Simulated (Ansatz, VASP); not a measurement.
# One calculation of Br, two programs

```
Br
1.0
     5.24409    0.00000    0.00000
    -2.62204    4.54151    0.00000
     0.00000    0.00000    3.11204
Br
3
Direct
  0.00000 0.00000 0.00000
  0.33333 0.66667 0.50000
  0.66667 0.33333 0.50000
```

Alike in both runs: functional PBEsol; k mesh 3 × 3 × 6; occupations gaussian, width 0.1 eV; no spin polarisation.

Ansatz relaxed the structure, and its values are those at the end. VASP's run is a single point on that final structure, the one shown.

|  | VASP | Ansatz |
| --- | --- | --- |
| version | VASP 6.6.1 | Ansatz 0.2.0 |
| potentials or method | VASP PAW PBE potentials, release 64 (Br), cutoff 520 eV | scalar-relativistic, plane waves, PAW |
| valence electrons in the cell | 21 | 21 |

|  | VASP | Ansatz | Ansatz less VASP |
| --- | --- | --- | --- |
| gap on the k mesh at the Fermi level (eV) | none | none | - |
| pressure (GPa) | 0.0 | 0.0 | -0.02 |

VASP's potentials were made for PBE, not for PBEsol. A gap of «none» marks a metal or a gap that the smearing closes. With one functional, cell and mesh, what is left measures potentials, basis and numerics.

The k mesh is coarse, so the values compare programs but aren't converged.
